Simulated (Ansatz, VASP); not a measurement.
# One calculation of KCl, two programs

Contents of INCAR:

```
PREC = Accurate ; ENCUT = 520
EDIFF = 1E-6 ; ISMEAR = 0
SIGMA = 0.01 ; LREAL = F
LASPH = T ; NELM = 80
ALGO = Normal ; ISIF = 2
LWAVE = F ; LCHARG = F
GGA = PE ; NBANDS = 15
```

File KPOINTS:

```
Automatic mesh
0
Gamma
  6 6 6
```

POSCAR

```
KCl
1.0
    3.9096756558      0.0000000000      0.0000000000
    0.0000000000      3.9096756558      0.0000000000
    0.0000000000      0.0000000000      3.9096756558
K Cl
1 1
Direct
    0.0000000000      0.0000000000      0.0000000000
    0.5000000000      0.5000000000      0.5000000000
```

Input for Ansatz:

```yaml
crystal:
  lattice:
    - [3.9096756558, 0.0, 0.0]
    - [0.0, 3.9096756558, 0.0]
    - [0.0, 0.0, 3.9096756558]
  atoms:
    - { symbol: K, position: [0.0, 0.0, 0.0] }
    - { symbol: Cl, position: [0.5, 0.5, 0.5] }
kpoints:
  mp_grid: { grid: [6, 6, 6] }
hamiltonian:
  xc: pbe
scf:
  occupations: { method: fixed }
  n_extra_bands: 4
output:
  forces: true
  stress: true
  eigenvalues: true
```

Alike in both runs: task single point; functional PBE; k mesh 6 × 6 × 6; no spin polarisation.

|  | VASP | Ansatz |
| --- | --- | --- |
| version | VASP 6.6.1 | Ansatz 0.2.0 |
| potentials or method | VASP PAW PBE potentials, release 64 (K_sv, Cl) | plane waves, PAW |
| plane-wave cutoff (eV) | 520 | 420 |
| occupations | gaussian, width 0.01 eV | fixed |
| valence electrons in the cell | 16 | 16 |

```csv
,VASP,Ansatz,Ansatz less VASP
gap on the k mesh at the Fermi level (eV),4.58,4.58,+0.001
pressure (GPa),-0.9,-0.9,0.00
```
